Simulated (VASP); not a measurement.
Set up this calculation in VASP 6.6.1, as the native input.

```
Task                   : single point
Functional             : r2SCAN
Potentials or basis    : VASP PAW PBE potentials, release 64 (N, As, Ga_d)
Cutoff                 : 660 eV
k mesh                 : 6 × 8 × 4
Occupations            : fermi-dirac, width 0.02 eV
Spin                   : no spin polarisation
Dipole correction      : no
Further INCAR settings : ALGO = Normal; EDIFF = 1e-06; NBANDS = 46
```

Crystal: Ga4AsN3.

```xyz
8
Lattice="5.5371 0.0000 0.0225 0.0000 3.3705 0.0000 0.0239 0.0000 5.9103" Properties=species:S:1:pos:R:3 pbc="T T T"
N    -0.0194    0.0000    1.8828
N     0.0325    1.6853    5.0138
N     2.7385    1.6853    1.0137
As    2.8406    0.0000    3.9025
Ga    1.9659    0.0000    1.7528
Ga    1.9645    1.6853    5.1811
Ga    4.7654    1.6853    1.0060
Ga    5.1876    0.0000    3.9673
```

The input as run:

POSCAR

```
Ga4AsN3
1.0
    5.5371250294      0.0000000000      0.0224769228
    0.0000000000      3.3705318533      0.0000000000
    0.0239100461      0.0000000000      5.9103148649
N As Ga
3 1 4
Direct
   -0.0048848751      0.0000000000      0.3185820790
    0.0022018025      0.5000000000      0.8483051340
    0.4938391706      0.5000000000      0.1696313031
    0.5101639843      0.0000000000      0.6583426892
    0.3537653183      0.0000000000      0.2952199472
    0.3510135546      0.5000000000      0.8752864309
    0.8599141428      0.5000000000      0.1669402425
    0.9339869019      0.0000000000      0.6676921741
```

INCAR.step1

```
  PREC = Accurate
  ENCUT = 660
  ISMEAR = -1
  SIGMA = 0.02
  LREAL = False
  LASPH = True
  NELM = 120
  NBANDS = 46
  GGA = PE
  ALGO = Normal
  EDIFF = 1E-5
  LWAVE = True
  LCHARG = False
  GGA_COMPAT = False
```

INCAR.step2

```
  PREC = Accurate
  ENCUT = 660
  EDIFF = 1E-6
  ISMEAR = -1
  SIGMA = 0.02
  LREAL = False
  LASPH = True
  NELM = 120
  ALGO = Normal
  ISIF = 2
  LWAVE = False
  LCHARG = True
  METAGGA = R2SCAN
  LMIXTAU = True
  LELF = True
  LVHAR = True
  NBANDS = 46
  ISTART = 1
  GGA_COMPAT = False
```

KPOINTS

```
Automatic mesh
0
Gamma
  6 8 4
```

Potentials or basis: VASP PAW PBE potentials, release 64 (N, As, Ga_d).

Run with:

```console
$ cat potpaw_PBE.64/N/POTCAR potpaw_PBE.64/As/POTCAR potpaw_PBE.64/Ga_d/POTCAR > POTCAR
$ cp INCAR.step1 INCAR
$ mpirun -np 1 vasp_std > vasp.out
$ cp INCAR.step2 INCAR
$ mpirun -np 1 vasp_std > vasp.out
```

Results of the run:

```yaml
Pressure: 0.6 GPa
Largest_force: 0.038 eV/Å
Band_gap_on_the_k_mesh: zero (bands 36 and 37 overlap by 0.02 eV)
```

Caveat: semilocal functionals underestimate gaps, and a narrow one can read as zero; the PAW data sets were made with another functional, which shifts forces and pressure a little.

Wall time 56 min on 1 thread of Oxide Virtual Turin-like Processor (shared host), peak memory 0.52 GiB.
